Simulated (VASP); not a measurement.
Set up this calculation in VASP 6.6.1, as the native input.

```yaml
Task: single point
Functional: PBE
Potentials_or_basis: VASP PAW PBE potentials, release 64 (Ir)
Cutoff: 520 eV
k_mesh: 11 × 11 × 6
Occupations: fermi-dirac, width 0.05 eV
Spin: no spin polarisation
Dipole_correction: no
Further_INCAR_settings: ALGO = Normal; EDIFF = 1e-06; NBANDS = 16
```

The structure of Ir lies in POSCAR:

```
Ir
1.0
    2.7513778946      0.0000000000      0.0000000000
   -1.3756889473      2.3827631521      0.0000000000
    0.0000000000      0.0000000000      4.4622900000
Ir
2
Direct
    0.3333333333      0.6666666667      0.2500000000
    0.6666666667      0.3333333333      0.7500000000
```

The input as run:

INCAR

```
  PREC = Accurate
  ENCUT = 520
  EDIFF = 1E-6
  ISMEAR = -1
  SIGMA = 0.05
  LREAL = F
  LASPH = T
  NELM = 100
  ALGO = Normal
  ISIF = 2
  LWAVE = F
  LCHARG = T
  GGA = PE
  LELF = T
  LVHAR = T
  NBANDS = 16
```

KPOINTS

```
regular mesh
0
Gamma
  11 11 6
```

Potentials or basis: VASP PAW PBE potentials, release 64 (Ir).

The run is started by

```bash
$ cat potpaw_PBE.64/Ir/POTCAR > POTCAR
$ mpirun -np 1 vasp_std > vasp.out
```

Results of the run:

```
Pressure               : -0.8 GPa
Band gap on the k mesh : zero (band 9 reaches 10.85 eV, above the bottom of band 10 at 7.79 eV)
```

Caveat: spin-orbit coupling is left out, which moves the levels of the heavy elements.

Run time: 16 s on 1 thread of AMD EPYC 7R13 Processor (Zen 3), with other jobs on the host, peak memory 0.13 GiB.
